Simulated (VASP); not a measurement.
Wanted: the native input for a VASP 6.6.1 run.

```yaml
Task: relaxation of cell and atoms
Functional: LDA
Potentials_or_basis: VASP PAW LDA potentials, release 64 (C)
Cutoff: 600 eV
k_mesh: 23 × 23 × 13
Occupations: gaussian, width 0.1 eV
Spin: no spin polarisation
Target_pressure: 20 GPa
Dipole_correction: no
Further_INCAR_settings: ALGO = Normal; EDIFF = 1e-06; IBRION = 2; EDIFFG = -0.03; NSW = 80; ISIF = 3
```

The structure of C lies in POSCAR:

```
C
1.0
    2.1200000000      0.0000000000      0.0000000000
   -1.0600000000      1.8359738560      0.0000000000
    0.0000000000      0.0000000000      3.4619600000
C
2
Direct
    0.3333333333      0.6666666667      0.2500000000
    0.6666666667      0.3333333333      0.7500000000
```

One way to write it, as run:

INCAR

```
PREC = Accurate ; ENCUT = 600
EDIFF = 1E-6 ; ISMEAR = 0
SIGMA = 0.1 ; LREAL = F
LASPH = T ; NELM = 100
ALGO = Normal ; ISIF = 3
LWAVE = F ; LCHARG = F
IBRION = 2 ; NSW = 80
EDIFFG = -0.03 ; PSTRESS = 200.0
```

KPOINTS

```
Automatic mesh
0
Gamma
  23 23 13
```

Potentials or basis: VASP PAW LDA potentials, release 64 (C).

Command:

```console
$ cat potpaw_LDA.64/C/POTCAR > POTCAR
$ mpirun -np 1 vasp_std > vasp.out
```

Results of the run:

| Property | Result |
| --- | --- |
| Relaxed volume | 6.03 Å³/atom |
| Relaxed cell | a = 1.663 Å, b = 1.663 Å, c = 5.037 Å, α = 90.00°, β = 90.00°, γ = 120.00° |
| Space group after relaxing (to 0.05 Å) | P6_3/mmc (No. 194) |
| Energy change on relaxing (the enthalpy is what falls) | -430.5 meV/atom |
| Ionic steps | 23 |
| Pressure after relaxing | 19.9 GPa |
| Band gap on the k mesh | zero (band 4 reaches 12.48 eV, above the bottom of band 5 at 8.73 eV) |

Caveat: the cell is relaxed towards a set pressure, so the enthalpy falls and the energy may rise.

Run time: 9.9 min on 1 thread of Intel(R) Xeon(R) Platinum 8488C (Sapphire Rapids), with other jobs on the host, peak memory 0.14 GiB.
